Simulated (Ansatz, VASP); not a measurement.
# Two plane-wave programs on LiF

The input INCAR:

```
SYSTEM = LiF
PREC = Accurate
ENCUT = 520
EDIFF = 1E-6
ISMEAR = 0
SIGMA = 0.05
LREAL = .FALSE.
LASPH = .TRUE.
NELM = 80
ALGO = Normal
ISIF = 2
LWAVE = .FALSE.
LCHARG = .TRUE.
LELF = .TRUE.
LVHAR = .TRUE.
NBANDS = 18
```

Contents of KPOINTS:

```
regular mesh
0
G
  9 9 6
  0 0 0
```

POSCAR

```
LiF
1.0
    2.9533413869      0.0000000000      0.0000000000
   -1.4766706934      2.5576686671      0.0000000000
    0.0000000000      0.0000000000      4.9043187070
Li F
2 2
Direct
    0.3333333333      0.6666666667      0.4307693551
    0.6666666667      0.3333333333      0.9307693551
    0.3333333333      0.6666666667      0.9910195924
    0.6666666667      0.3333333333      0.4910195924
```

Input for Ansatz:

```yaml
crystal:
  lattice:
    - [2.9533413869, 0.0, 0.0]
    - [-1.4766706934, 2.5576686671, 0.0]
    - [0.0, 0.0, 4.904318707]
  atoms:
    - { symbol: Li, position: [0.3333333333, 0.6666666667, 0.4307693551] }
    - { symbol: Li, position: [0.6666666667, 0.3333333333, 0.9307693551] }
    - { symbol: F, position: [0.3333333333, 0.6666666667, 0.9910195924] }
    - { symbol: F, position: [0.6666666667, 0.3333333333, 0.4910195924] }
basis:
  ecutwfc: 520.0
kpoints:
  mp_grid: { grid: [9, 9, 6] }
hamiltonian:
  xc: lda
scf:
  occupations: { method: gaussian, width: 0.05 }
output:
  forces: true
  stress: true
  eigenvalues: true
```

Alike in both runs: task single point; functional LDA; k mesh 9 × 9 × 6; occupations gaussian, width 0.05 eV; no spin polarisation.

|  | VASP | Ansatz |
| --- | --- | --- |
| version | VASP 6.6.1 | Ansatz 0.2.0 |
| potentials or method | VASP PAW LDA potentials, release 64 (Li_sv, F), cutoff 520 eV | scalar-relativistic, plane waves, PAW |
| valence electrons in the cell | 20 | 20 |

VASP gave:

| Property | Result |
| --- | --- |
| gap on the k mesh at the Fermi level (eV) | 7.68 |
| least direct gap on the mesh (eV) | 7.68 |
| rms of the force components (eV/Å) | 0.252 |

**Question.** What did Ansatz give for the same quantities?

**Answer.** gap on the k mesh at the Fermi level (eV): 7.70; least direct gap on the mesh (eV): 7.70; rms of the force components (eV/Å): 0.248.

LDA's correlation is that of Perdew and Zunger in VASP and of Perdew and Wang (1992) in Ansatz. Atom by atom the forces differ by 0.004 eV/Å (rms over components).

Noted on VASP's run: the cutoff is under 1.25 times that of the potentials, so the pressure is a little rough.
